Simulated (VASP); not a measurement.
Write the native input for VASP 6.6.1 that does the following.

```
Task                   : single point
Functional             : PBEsol
Potentials or basis    : VASP PAW PBE potentials, release 64 (In_d)
Cutoff                 : 520 eV
k mesh                 : 14 × 14 × 14
Occupations            : fermi-dirac, width 0.05 eV
Spin                   : no spin polarisation
Dipole correction      : no
Further INCAR settings : ALGO = Normal; EDIFF = 1e-06; NBANDS = 26
```

The structure of In lies in POSCAR:

```
In
1.0
    1.6863331848      0.9736049182      8.2074632500
   -1.6863331848      0.9736049182      8.2074632500
    0.0000000000     -1.9472098363      8.2074632500
In
3
Direct
    0.0000000000      0.0000000000      0.0000000000
    0.7780122400      0.7780122400      0.7780122400
    0.2219877600      0.2219877600      0.2219877600
```

This cell differs from its parent crystal: equal xx and yy strain of +1 %.

One way to write it, as run:

INCAR

```
SYSTEM = In
  ALGO = Normal
  EDIFF = 1E-6
  ENCUT = 520
  GGA = PS
  ISIF = 2
  ISMEAR = -1
  LASPH = .True.
  LCHARG = .True.
  LELF = .True.
  LREAL = .False.
  LVHAR = .True.
  LWAVE = .False.
  NBANDS = 26
  NELM = 80
  PREC = Accurate
  SIGMA = 0.05
```

KPOINTS

```
k-points
0
Gamma
  14 14 14
  0 0 0
```

Potentials or basis: VASP PAW PBE potentials, release 64 (In_d).

Run with:

```sh
$ cat potpaw_PBE.64/In_d/POTCAR > POTCAR
$ mpirun -np 1 vasp_std > vasp.out
```

Results of the run:

```yaml
Pressure: -1.9 GPa
Largest_force: 0.007 eV/Å
Band_gap_on_the_k_mesh: zero (an odd number of electrons rules out a gap without spin polarisation)
```

Caveat: the cell differs from its parent crystal (equal xx and yy strain of +1 %); the PAW data sets were made with another functional, which shifts forces and pressure a little; spin-orbit coupling is left out, which moves the levels of the heavy elements.

Wall time 41 min on 1 thread of Intel(R) Xeon(R) Platinum 8259CL CPU @ 2.50GHz (Skylake/Cascade Lake) (shared host), peak memory 0.83 GiB.
